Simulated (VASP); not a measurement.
Wanted: the native input for a VASP 6.6.1 run.

```
Task                   : single point
Functional             : PBE
Potentials or basis    : VASP PAW PBE potentials, release 64 (Ca_sv)
Cutoff                 : 520 eV
k mesh                 : 14 × 14 × 14
Occupations            : gaussian, width 0.15 eV
Spin                   : no spin polarisation
Dipole correction      : no
Further INCAR settings : ALGO = Normal; EDIFF = 1e-06; NBANDS = 11
```

The structure of Ca lies in POSCAR:

```
Ca
1.0
    0.0000000000      2.7942000000      2.7942000000
    2.8500840000      0.0000000000      2.7942000000
    2.8500840000      2.7942000000      0.0000000000
Ca
1
Direct
    0.0000000000      0.0000000000      0.0000000000
```

This cell differs from its parent crystal: strain +0.0200 x Voigt [1, 0, 0, 0, 0, 0].

One way to write it, as run:

INCAR

```
SYSTEM = Ca
PREC = Accurate
ENCUT = 520
EDIFF = 1E-6
ISMEAR = 0
SIGMA = 0.15
LREAL = .False.
LASPH = .True.
NELM = 80
ALGO = Normal
ISIF = 2
LWAVE = .False.
LCHARG = .False.
GGA = PE
NBANDS = 11
```

KPOINTS

```
Automatic mesh
0
Gamma
  14 14 14
  0 0 0
```

Potentials or basis: VASP PAW PBE potentials, release 64 (Ca_sv).

Launch:

```bash
$ cat potpaw_PBE.64/Ca_sv/POTCAR > POTCAR
$ mpirun -np 1 vasp_std > vasp.out
```

It gave:

```yaml
Pressure: -0.9 GPa
Band_gap_on_the_k_mesh: zero (band 5 reaches 1.95 eV, above the bottom of band 6 at 1.56 eV)
```

Caveat: the cell differs from its parent crystal (strain +0.0200 x Voigt [1, 0, 0, 0, 0, 0]).

It took 71 s on 1 thread of AMD EPYC 9R45 (Zen 5), with other jobs on the host, peak memory 0.22 GiB.
